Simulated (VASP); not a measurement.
Input of a VASP 6.6.1 run:

File INCAR:

```
PREC = Accurate
ENCUT = 520
EDIFF = 1E-6
ISMEAR = 0
SIGMA = 0.03
LREAL = False
LASPH = True
NELM = 60
ALGO = Normal
ISIF = 2
LWAVE = False
LCHARG = False
GGA = PS
IVDW = 12
NBANDS = 11
```

KPOINTS

```
regular mesh
0
Gamma
  16 16 16
```

POSCAR

```
C
1.0
    0.0000000000      2.1279941339      3.3243844763
    1.2294111613      0.0000000000      3.3243844763
    1.2294111613      2.1279941339      0.0000000000
C
2
Direct
    0.2019510748      0.7980489252      0.2019510748
    0.7980489252      0.2019510748      0.7980489252
```

Potentials or basis: VASP PAW PBE potentials, release 64 (C).

The run is started by

```bash
$ cat potpaw_PBE.64/C/POTCAR > POTCAR
$ mpirun -np 1 vasp_std > vasp.out
```

What does it give for the pressure?

27.2 GPa.

Predict the largest force.

8.256 eV/Å.

Forces in eV/Å, atoms in the order of the input:
```
C    0.000 -8.256  0.000
C    0.000  8.256  0.000
```

Caveat: the cell differs from its parent crystal (atoms shifted along a free coordinate); the cell stands under pressure; the PAW data sets were made with another functional, which shifts forces and pressure a little.
